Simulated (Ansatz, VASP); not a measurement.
Two plane-wave programs on SnO2

File INCAR:

```
SYSTEM = SnO2
ALGO     = Normal         ! electronic algorithm
EDIFF    = 1E-6           ! SCF threshold, eV
ENCUT    = 520            ! plane-wave cutoff, eV
GGA      = PE             ! functional
ISIF     = 2              ! what is computed and relaxed
ISMEAR   = 0              ! smearing method
LASPH    = .TRUE.         ! aspherical terms in the spheres
LCHARG   = .FALSE.        ! write CHGCAR
LREAL    = .FALSE.        ! projectors in reciprocal space
LWAVE    = .FALSE.        ! write WAVECAR
NBANDS   = 20             ! bands
NELM     = 60             ! most SCF steps
PREC     = Accurate       ! precision mode
SIGMA    = 0.02           ! smearing width, eV
```

File KPOINTS:

```
k-points
0
G
  12 12 12
  0 0 0
```

POSCAR

```
SnO2
1.0
    1.5520050789      0.8960505501      5.0394220651
   -1.5520050789      0.8960505501      5.0394220651
    0.0000000000     -1.7921011003      5.0394220651
Sn O
1 2
Direct
    0.5000000000      0.5000000000      0.5000000000
    0.2422724737      0.2422724737      0.2422724737
    0.7577275263      0.7577275263      0.7577275263
```

Input for Ansatz:

```yaml
crystal:
  lattice:
    - [1.5520050789, 0.8960505501, 5.0394220651]
    - [-1.5520050789, 0.8960505501, 5.0394220651]
    - [0.0, -1.7921011003, 5.0394220651]
  atoms:
    - { symbol: Sn, position: [0.5, 0.5, 0.5] }
    - { symbol: O, position: [0.2422724737, 0.2422724737, 0.2422724737] }
    - { symbol: O, position: [0.7577275263, 0.7577275263, 0.7577275263] }
basis:
  ecutwfc: 420
kpoints:
  mp_grid: { grid: [12, 12, 12] }
hamiltonian:
  xc: pbe
scf:
  occupations: { method: gaussian, width: 0.02 }
output:
  forces: true
  stress: true
  eigenvalues: true
```

Alike in both runs: task single point; functional PBE; k mesh 12 × 12 × 12; occupations gaussian, width 0.02 eV; no spin polarisation.

|  | VASP | Ansatz |
| --- | --- | --- |
| version | VASP 6.6.1 | Ansatz 0.2.0 |
| potentials or method | VASP PAW PBE potentials, release 64 (Sn_d, O), cutoff 520 eV | scalar-relativistic, plane waves, PAW |
| valence electrons in the cell | 26 | 26 |

|  | VASP | Ansatz | Ansatz less VASP |
| --- | --- | --- | --- |
| gap on the k mesh at the Fermi level (eV) | 2.42 | 2.45 | +0.029 |
| least direct gap on the mesh (eV) | 2.56 | 2.58 | +0.027 |
| pressure (GPa) | 4.0 | 3.4 | -0.62 |
| traceless stress, the component that is largest in VASP (GPa) | -12.48 | -12.25 | +0.235 |
| rms of the force components (eV/Å) | 0.499 | 0.531 | +0.0321 |

Atom by atom the forces differ by 0.032 eV/Å (rms over components).
